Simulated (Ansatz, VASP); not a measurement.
# Two plane-wave programs on Lu

```xyz
2
Lattice="3.4316 0.0000 0.0000 -1.7158 2.9718 0.0000 0.0000 0.0000 5.4376" Properties=species:S:1:pos:R:3 pbc="T T T"
Lu    1.7158    0.9906    4.0782
Lu    0.0000    1.9812    1.3594
```

Alike in both runs: task single point; functional PBEsol; k mesh 9 × 9 × 5; occupations fermi-dirac, width 0.05 eV; no spin polarisation.

|  | VASP | Ansatz |
| --- | --- | --- |
| version | VASP 6.6.1 | Ansatz 0.2.0 |
| potentials or method | VASP PAW PBE potentials, release 64 (Lu) | Ansatz PAW |
| plane-wave cutoff (eV) | 520 | 420 |
| valence electrons in the cell | 50 | 50 |

```tsv
	VASP	Ansatz	Ansatz less VASP
gap on the k mesh at the Fermi level (eV)	none	none	-
pressure (GPa)	-0.2	-0.4	-0.13
traceless stress, the component that is largest in VASP (GPa)	-0.89	-0.88	+0.004
```

VASP's potentials were made for PBE, not for PBEsol. A gap of «none» marks a metal or a gap that the smearing closes.

Spin-orbit coupling is off throughout.
